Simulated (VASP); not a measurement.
# Bi in VASP: further runs

The runs below take Bi through single point, with PBEsol.

All numbers are computed with VASP 6.6.1; they aren't measurements. Logs are shortened: lines on timing, memory, paths and dates and some standing lists are left out, and cuts for length are marked.

## (1) The cell of the first run

The typed cell holds 2 atoms: a = 4.818 Å, b = 4.717 Å, c = 4.702 Å, α = 57.17°, β = 57.57°, γ = 56.94°.

## (2) Single point, PBEsol (equal xy, yz and zx shear strains of +2 %)

INCAR reads:

```
  PREC = Accurate
  ENCUT = 520
  EDIFF = 1E-6
  ISMEAR = -1
  SIGMA = 0.03
  LREAL = F
  LASPH = T
  NELM = 80
  ALGO = Normal
  ISIF = 2
  LWAVE = F
  LCHARG = T
  GGA = PS
  LELF = T
  LVHAR = T
  NBANDS = 22
```

KPOINTS reads:

```
regular mesh
0
Gamma
  10 10 10
```

POSCAR reads:

```
Bi
1.0
    2.3256628482      1.3745869730      3.9898531666
   -2.2203365086      1.3291269794      3.9443931730
    0.0132936605     -2.5850939523      3.9277536605
Bi
2
Direct
    0.2338900000      0.2338900000      0.2338900000
    0.7661100000      0.7661100000      0.7661100000
```

Potentials or basis: VASP PAW PBE potentials, release 64 (Bi_d).

Started as:

```bash
cat potpaw_PBE.64/Bi_d/POTCAR > POTCAR
mpirun -np 1 vasp_std > vasp.out
```

OUTCAR:

```text
PREC = Accurate
   ENCUT = 520
   EDIFF = 1E-6
   ISMEAR = -1
   LREAL = F
   LASPH = T
   NELM = 80
   ISIF = 2
   GGA = PS

 ion  position               nearest neighbor table
   1  0.234  0.234  0.234-   2 3.05   2 3.06   2 3.10   2 3.50   2 3.53   2 3.56
   2  0.766  0.766  0.766-   1 3.05   1 3.06   1 3.10   1 3.50   1 3.53   1 3.56

  LATTYP: Found a triclinic cell.
 ALAT       =     4.5067178864
 B/A-ratio  =     1.0088170701
 C/A-ratio  =     1.0433627727
 COS(alpha) =     0.0056820036
 COS(beta)  =     0.4758085299
 COS(gamma) =     0.4868514561

  Lattice vectors:

 A1 = (   2.2336301691,  -3.9142209317,  -0.0166395125)
 A2 = (   4.5459993568,   0.0454599936,   0.0454599936)
 A3 = (   0.0132936605,  -2.5850939523,   3.9277536605)

Analysis of symmetry for initial positions (statically):
=====================================================================
 Subroutine PRICEL returns:
 Original cell was already a primitive cell.

 Routine SETGRP: Setting up the symmetry group for a
 triclinic supercell.

 Subroutine GETGRP returns: Found  2 space group operations
 (whereof  2 operations were pure point group operations)
 out of a pool of  2 trial point group operations.

The static configuration has the point symmetry S_2 .

Analysis of symmetry for dynamics (positions and initial velocities):
=====================================================================
 Subroutine PRICEL returns:
 Original cell was already a primitive cell.

 Routine SETGRP: Setting up the symmetry group for a
 triclinic supercell.

 Subroutine GETGRP returns: Found  2 space group operations
 (whereof  2 operations were pure point group operations)
 out of a pool of  2 trial point group operations.

The dynamic configuration has the point symmetry S_2 .

 Subroutine INISYM returns: Found  2 space group operations
 (whereof  2 operations are pure point group operations),
 and found     1 'primitive' translations

----------------------------------------------------------------------------------------

                                     Primitive cell

  volume of cell :      70.7451

  direct lattice vectors                    reciprocal lattice vectors
     2.325662848  1.374586973  3.989853167     0.217924662  0.124013756  0.080883432
    -2.220336509  1.329126979  3.944393173    -0.222109742  0.128370532  0.085240208
[... 78 lines left out ...]
   ICHARG =      2    charge: 1-file 2-atom 10-const
   ISPIN  =      1    spin polarized calculation?
   LNONCOLLINEAR =      F non collinear calculations
   LSORBIT =      F    spin-orbit coupling
   LASPH  =      T    aspherical Exc in radial PAW
   ENCUT  =  520.0 eV  38.22 Ry    6.18 a.u.   8.96  8.77  8.74*2*pi/ulx,y,z
   NELM   =     80;   NELMIN=  2; NELMDL= -5     # of ELM steps
   EDIFF  = 0.1E-05   stopping-criterion for ELM
   LREAL  =      F    real-space projection
   EDIFFG = 0.1E-04   stopping-criterion for IOM
   NSW    =      0    number of steps for IOM
   IBRION =     -1    ionic relax: 0-MD 1-quasi-New 2-CG
   NFREE  =      0    steps in history (QN), initial steepest desc. (CG)
   ISIF   =      2    stress and relaxation
   ISYM   =      2    0-nonsym 1-usesym 2-fastsym
   POTIM  = 0.5000    time-step for ionic-motion
   TEBEG  =    0.0;   TEEND  =   0.0 temperature during run
   PSTRESS=    0.0 pullay stress
   NELECT =      30.0000    total number of electrons
   NUPDOWN=      -1.0000    fix difference up-down
   EMIN   =  10.00;   EMAX   =-10.00  energy-range for DOS
   EFERMI =   0.00;   METHOD = LEGACY
   ISMEAR =    -1;   SIGMA  =   0.03  broadening in eV -4-tet -1-fermi 0-gaus
   EFERMI_NEDOS =   21; number of points for ismear=-14 and -15
   IALGO  =     38    algorithm
   IMIX   =      4    mixing-type and parameters
     AMIX     =   0.40;   BMIX     =  1.00
     AMIX_MAG =   1.60;   BMIX_MAG =  1.00
  volume/ion in A,a.u.               =      35.37       238.71
  Fermi-wavevector in a.u.,A,eV,Ry     =   1.229938  2.324245 20.582163  1.512746
  Thomas-Fermi vector in A             =   2.364805
   LORBIT       =      0    0 simple, 1 ext, 2 COOP (PROOUT), +10 PAW based schemes
   GGA     = PS    functional components
   LHFCALC =     F    Hartree Fock is set to
   AEXX    =    0.0000 exact exchange contribution
   IVDW    =     0    specifies the selected vdW correction
   LEPSILON=     F    determine dielectric tensor
   LRPA    =     F    only Hartree local field effects (RPA)
 non-spin polarized calculation
  energy-cutoff  :      520.00
  volume of cell :       70.75
 maximum number of plane-waves:      1932
   NGX = 17   NGY = 17   NGZ = 17

 number of electron      30.0000004 magnetization

 Free energy of the ion-electron system (eV)
  ---------------------------------------------------
  ext. energy  EPLUGINS =         0.00000000
  ---------------------------------------------------
  free energy    TOTEN  =        -8.59526862 eV

  energy without entropy =       -8.59464690  energy(sigma->0) =       -8.59495776

 E-fermi :   6.0692     XC(G=0):  -9.6745

 val. band max:        6.0530693872   @ k =   0.4000   0.1000   0.1000
 cond. band min:       6.0927414483   @ k =  -0.4000   0.5000   0.4000
 fundamental gap:      0.0396720611
 Fermi energy:         6.0691612666

 k-point     1 :       0.0000    0.0000    0.0000
  band No.  band energies     occupation
      1     -16.7485      2.00000
      2     -16.7309      2.00000
      3     -16.5920      2.00000
      4     -16.5868      2.00000
      5     -16.5721      2.00000
      6     -16.4068      2.00000
[... 589 lines left out ...]
     21      14.4533      0.00000
     22      15.1249      0.00000

 [... further k-points ...]

------------------------ aborting loop because EDIFF is reached ----------------------------------------

  FORCE on cell =-STRESS in cart. coord.  units (eV):
  Direction    XX          YY          ZZ          XY          YZ          ZX
  --------------------------------------------------------------------------------------
  -------------------------------------------------------------------------------------
  Total       -0.1198226     -0.5047832     -0.2808004     -0.0692568     -0.3851672     -0.1965707
  in kB       -2.7136422    -11.4319125     -6.3593358     -1.5684708     -8.7229478     -4.4517709
  external PRESSURE =      -6.8349635 kB  Pullay stress =       0.0000000 kB

 VOLUME and BASIS-vectors are now :
 -----------------------------------------------------------------------------
  energy-cutoff  :      520.00
  volume of cell :       70.75
      direct lattice vectors                 reciprocal lattice vectors
     2.325662848  1.374586973  3.989853167     0.217924662  0.124013756  0.080883432
    -2.220336509  1.329126979  3.944393173    -0.222109742  0.128370532  0.085240208
     0.013293661 -2.585093952  3.927753661     0.001680539 -0.254888828  0.086834899

 POSITION                                       TOTAL-FORCE (eV/Angst)
 -----------------------------------------------------------------------------------
      0.02774      0.02774      2.77440        -0.055749     -0.115907      0.118673
      0.09088      0.09088      9.08760         0.055749      0.115907     -0.118673
 -----------------------------------------------------------------------------------
    total drift:                                0.000000     -0.000000      0.000000

  FREE ENERGIE OF THE ION-ELECTRON SYSTEM (eV)
  ---------------------------------------------------
  free  energy   TOTEN  =        -8.5952686197 eV

  energy  without entropy=       -8.5946468994  energy(sigma->0) =       -8.59495776
```

OSZICAR:

```text
N       E                     dE             d eps       ncg     rms          rms(c)
DAV:   1     0.307272844766E+03    0.30727E+03   -0.16219E+04 22188   0.164E+03
DAV:   2     0.175660418256E+02   -0.28971E+03   -0.28248E+03 22476   0.436E+02
DAV:   3    -0.769711128255E+01   -0.25263E+02   -0.24973E+02 26838   0.143E+02
DAV:   4    -0.857481574565E+01   -0.87770E+00   -0.87730E+00 27500   0.292E+01
DAV:   5    -0.861174065682E+01   -0.36925E-01   -0.36924E-01 31854   0.537E+00    0.108E+00
DAV:   6    -0.860002610919E+01    0.11715E-01   -0.20622E-02 29000   0.159E+00    0.631E-01
DAV:   7    -0.859526784216E+01    0.47583E-02   -0.13336E-02 28674   0.131E+00    0.117E-01
DAV:   8    -0.859525854851E+01    0.92937E-05   -0.15202E-03 26070   0.460E-01    0.198E-02
DAV:   9    -0.859526949627E+01   -0.10948E-04   -0.64156E-05 33772   0.607E-02    0.885E-03
DAV:  10    -0.859526848647E+01    0.10098E-05   -0.35912E-06 22266   0.179E-02    0.177E-03
DAV:  11    -0.859526861973E+01   -0.13326E-06   -0.48894E-07 15456   0.757E-03
   1 F= -.85952686E+01 E0= -.85949578E+01  d E =-.621720E-03
```

stdout:

```text
POSCAR found type information on POSCAR Bi
 POSCAR found :  1 types and       2 ions
 scaLAPACK will be used
 -----------------------------------------------------------------------------
|                                                                             |
|                                                                             |
|     You enforced a specific xc type in the INCAR file but a different       |
|     I HOPE YOU KNOW WHAT YOU ARE DOING!                                     |
|                                                                             |
 -----------------------------------------------------------------------------

 LDA part: xc-table for (Slater+PW92), standard interpolation
 POSCAR, INCAR and KPOINTS ok, starting setup
 FFT: planning ... GRIDC
 FFT: planning ... GRID_SOFT
 FFT: planning ... GRID
 WAVECAR not read
 entering main loop
```

It took 5.3 min on 1 thread of Intel Xeon Platinum 8488C (Sapphire Rapids), shared host; peak memory 0.67 GiB.

What came out:

| Quantity | Value |
| --- | --- |
| Free energy | -8.5953 eV |
| Pressure | -0.7 GPa |
| Largest force | 0.175 eV/Å |
| Band gap on the k mesh | zero (bands 15 and 16 overlap by 0.31 eV) |

Forces on the atoms (eV/Å):
```
Bi  -0.056 -0.116  0.119
Bi   0.056  0.116 -0.119
```

Stress tensor (GPa, compression positive):
```
-0.27 -0.16 -0.45
-0.16 -1.14 -0.87
-0.45 -0.87 -0.64
```

Caveat: the cell differs from its parent crystal (equal xy, yz and zx shear strains of +2 %); the PAW data sets were made with another functional, which shifts forces and pressure a little; spin-orbit coupling is left out, which moves the levels of the heavy elements.

## (3) Single point, PBEsol (zz strain of +1 %)

INCAR reads:

```
PREC = Accurate
ENCUT = 520
EDIFF = 1E-6
ISMEAR = -1
SIGMA = 0.03
LREAL = False
LASPH = True
NELM = 80
ALGO = Normal
ISIF = 2
LWAVE = False
LCHARG = False
GGA = PS
NBANDS = 22
```

KPOINTS reads:

```
Automatic mesh
0
Gamma
  10 10 10
```

POSCAR reads:

```
Bi
1.0
    2.2729996784      1.3123169762      3.9935400000
   -2.2729996784      1.3123169762      3.9935400000
    0.0000000000     -2.6246339523      3.9935400000
Bi
2
Direct
    0.2338900000      0.2338900000      0.2338900000
    0.7661100000      0.7661100000      0.7661100000
```

Potentials or basis: VASP PAW PBE potentials, release 64 (Bi_d).

Started as:

```bash
cat potpaw_PBE.64/Bi_d/POTCAR > POTCAR
mpirun -np 1 vasp_std > vasp.out
```

Wall time 98 s (1 thread of Intel Xeon Platinum 8259CL at 2.50GHz (Skylake/Cascade Lake), shared host); peak memory 0.29 GiB.

The run converged. Its results:

```
Free energy            : -8.5979 eV
Pressure               : -1.1 GPa
Largest force          : 0.057 eV/Å
Band gap on the k mesh : zero (bands 15 and 16 overlap by 0.22 eV)
```

Forces in eV/Å, atoms in the order of the input:
```
Bi   0.000  0.000  0.057
Bi   0.000  0.000 -0.057
```

Stress tensor (GPa, compression positive):
```
-1.06  0.00  0.00
 0.00 -1.06  0.00
 0.00  0.00 -1.21
```

Levels at points of the mesh, in eV from the Fermi level:
| k point | band 13 | band 14 | band 15 | band 16 | band 17 | band 18 |
| --- | --- | --- | --- | --- | --- | --- |
| (0.00, 0.00, 0.00) | -1.48 | -1.12 | -1.12 | 2.49 | 2.96 | 2.96 |
| (0.50, 0.00, 0.00) | -1.35 | -1.13 | -0.26 | -0.23 | 0.53 | 1.08 |
| (0.50, 0.50, 0.00) | -4.59 | -2.96 | -2.79 | 2.37 | 4.88 | 5.40 |
| (0.50, 0.50, 0.50) | -0.89 | -0.53 | -0.53 | 0.77 | 0.77 | 0.79 |

Caveat: the cell differs from its parent crystal (zz strain of +1 %); the PAW data sets were made with another functional, which shifts forces and pressure a little; spin-orbit coupling is left out, which moves the levels of the heavy elements.

## (4) Single point, PBEsol (zz strain of +2 %)

INCAR reads:

```
SYSTEM = Bi
PREC     = Accurate       ! precision mode
ENCUT    = 520            ! plane-wave cutoff, eV
EDIFF    = 1E-6           ! SCF threshold, eV
ISMEAR   = -1             ! smearing method
SIGMA    = 0.03           ! smearing width, eV
LREAL    = .False.        ! projectors in reciprocal space
LASPH    = .True.         ! aspherical terms in the spheres
NELM     = 80             ! most SCF steps
ALGO     = Normal         ! electronic algorithm
ISIF     = 2              ! what is computed and relaxed
LWAVE    = .False.        ! write WAVECAR
LCHARG   = .True.         ! write CHGCAR
GGA      = PS             ! functional
LELF     = .True.         ! ELF
LVHAR    = .True.       
NBANDS   = 22             ! bands
```

KPOINTS reads:

```
regular mesh
0
Gamma
  10 10 10
  0 0 0
```

POSCAR reads:

```
Bi
1.0
    2.2729996784      1.3123169762      4.0330800000
   -2.2729996784      1.3123169762      4.0330800000
    0.0000000000     -2.6246339523      4.0330800000
Bi
2
Direct
    0.2338900000      0.2338900000      0.2338900000
    0.7661100000      0.7661100000      0.7661100000
```

Started as:

```bash
cat potpaw_PBE.64/Bi_d/POTCAR > POTCAR
mpirun -np 1 vasp_std > vasp.out
```

Wall time 1.7 min (1 thread of Intel Xeon Platinum 8259CL at 2.50GHz (Skylake/Cascade Lake), shared host); peak memory 0.29 GiB.

It converged, with:

```yaml
Free_energy: -8.5917 eV
Pressure: -1.5 GPa
Largest_force: 0.005 eV/Å
Band_gap_on_the_k_mesh: zero (bands 15 and 16 overlap by 0.23 eV)
```

Forces on the atoms (eV/Å):
```
Bi   0.000  0.000 -0.005
Bi   0.000  0.000  0.005
```

Stress tensor (GPa, compression positive):
```
-1.37  0.00  0.00
 0.00 -1.37  0.00
 0.00  0.00 -1.72
```

Levels at points of the mesh, in eV from the Fermi level:
| k point | band 11 | band 12 | band 13 | band 14 | band 15 | band 16 | band 17 | band 18 | band 19 | band 20 |
| --- | --- | --- | --- | --- | --- | --- | --- | --- | --- | --- |
| (0.00, 0.00, 0.00) | -12.93 | -7.56 | -1.53 | -1.08 | -1.08 | 2.47 | 2.92 | 2.92 | 5.59 | 5.87 |
| (0.50, 0.00, 0.00) | -11.07 | -10.42 | -1.40 | -1.13 | -0.29 | -0.22 | 0.49 | 1.08 | 7.27 | 8.21 |
| (0.50, 0.50, 0.00) | -11.18 | -9.45 | -4.54 | -2.96 | -2.73 | 2.38 | 4.79 | 5.35 | 6.52 | 9.12 |
| (0.50, 0.50, 0.50) | -11.80 | -9.85 | -0.86 | -0.50 | -0.50 | 0.79 | 0.80 | 0.80 | 6.83 | 8.93 |

Caveat: the cell differs from its parent crystal (zz strain of +2 %); the PAW data sets were made with another functional, which shifts forces and pressure a little; spin-orbit coupling is left out, which moves the levels of the heavy elements.

## (5) Summary

```csv
cell,gap on the mesh (eV),pressure (GPa),largest force (eV/Å)
"a = 4.818, b = 4.717, c = 4.702 Å, angles 57.2, 57.6, 56.9°, 2 atoms",none,-0.7,0.18
"a = 4.779 Å, angles 56.8°, 2 atoms",none,-1.1,0.06
"a = 4.812 Å, angles 56.4°, 2 atoms",none,-1.5,-
```

Alike in all rows: task single point; level PBEsol; potentials or basis VASP PAW PBE potentials, release 64 (Bi_d); no spin polarisation; k mesh 10 × 10 × 10; cutoff (eV) 520; smearing fermi-dirac 0.03 eV.

Caveats: the PAW data sets were made with another functional, which shifts forces and pressure a little; spin-orbit coupling is left out, which moves the levels of the heavy elements.

Absolute energies hang on the potentials; compare differences alone.

The gap in the log of VASP goes by the Fermi energy; the results here count the filled bands.